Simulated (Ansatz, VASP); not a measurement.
## Ge in VASP and in Ansatz

```
CELL_PARAMETERS angstrom
0.00000 2.82891 2.94207
2.82891 0.00000 2.94207
2.82891 2.82891 0.00000
ATOMIC_POSITIONS crystal
Ge 0.75000 0.75000 0.75000
Ge 0.50000 0.50000 0.50000
```

Change from the starting cell: strain_z = 0.04.

Alike in both runs: functional PBEsol; k mesh 8 × 8 × 8; occupations fermi-dirac, width 0.05 eV; no spin polarisation.

|  | VASP | Ansatz |
| --- | --- | --- |
| version | VASP 6.6.1 | Ansatz 0.2.0 |
| potentials or method | VASP PAW PBE potentials, release 64 (Ge_d), cutoff 520 eV | all-electron LAPW, scalar-relativistic |
| task | single point | band structure |

|  | VASP | Ansatz | Ansatz less VASP |
| --- | --- | --- | --- |
| gap on the k mesh at the Fermi level (eV) | none | none | - |
| pressure (GPa) | -1.9 | -1.8 | +0.08 |
| traceless stress, the component that is largest in VASP (GPa) | -1.89 | -1.88 | +0.003 |

VASP's potentials were made for PBE, not for PBEsol. A gap of «none» marks a metal or a gap that the smearing closes. Ansatz ran all-electron here, and VASP with PAW potentials.
